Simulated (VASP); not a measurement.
Input of a VASP 6.6.1 run:

Contents of INCAR:

```
SYSTEM = Be
  PREC = Accurate
  ENCUT = 600
  EDIFF = 1E-6
  ISMEAR = -1
  SIGMA = 0.1
  LREAL = .False.
  LASPH = .True.
  NELM = 120
  ALGO = Normal
  ISIF = 2
  LWAVE = .False.
  LCHARG = .True.
  GGA = PE
  LELF = .True.
  LVHAR = .True.
  NBANDS = 7
  GGA_COMPAT = .False.
```

The input KPOINTS:

```
regular mesh
0
Gamma
  20 20 20
  0 0 0
```

File POSCAR:

```
Be
1.0
    1.9999147651      0.0000000000      0.0000000000
    0.0000000000      1.9999147651      0.0000000000
    0.0000000000      0.0000000000      1.9999147651
Be
1
Direct
    0.0000000000      0.0000000000      0.0000000000
```

Potentials or basis: VASP PAW PBE potentials, release 64 (Be).

The run is started by

```bash
$ cat potpaw_PBE.64/Be/POTCAR > POTCAR
$ mpirun -np 1 vasp_std > vasp.out
```

**Question.** What does it give for the pressure?

**Answer.** 28.7 GPa.

**Question.** Estimate the band gap on the k mesh.

**Answer.** Zero (band 1 reaches 13.21 eV, above the bottom of band 2 at 5.40 eV).
